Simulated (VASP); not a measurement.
The system is Ti.

```xyz
1
Lattice="0.0218 1.9987 2.0313 2.0065 0.0030 2.0501 2.0395 2.0505 -0.0301" Properties=species:S:1:pos:R:3 pbc="T T T"
Ti    0.0208   -0.0177   -0.0242
```

This cell differs from its parent crystal: the cell strained at random.

Base run:

| Quantity | Value |
| --- | --- |
| Program | VASP 6.6.1 |
| Functional | PBEsol |
| Potentials or basis | VASP PAW PBE potentials, release 64 (Ti_sv) |
| Cutoff | 520 eV |
| k mesh | 11 × 11 × 11 |
| Occupations | fermi-dirac, width 0.05 eV |
| Spin | no spin polarisation |

Its results: band gap on the k mesh zero (band 6 reaches 9.25 eV, above the bottom of band 7 at 8.18 eV); pressure -0.7 GPa.

Q: The run is repeated on the same cell with these changes: functional from PBEsol to PBE; further incar settings from ALGO = Normal; EDIFF = 1e-06; NBANDS = 12 to ALGO = Normal; EDIFF = 1e-07; NBANDS = 12. What comes out?

A: Band gap on the k mesh zero (band 6 reaches 9.38 eV, above the bottom of band 7 at 8.31 eV); pressure 4.0 GPa.

Caveats: the PAW data sets were made with another functional, which shifts forces and pressure a little (some runs).
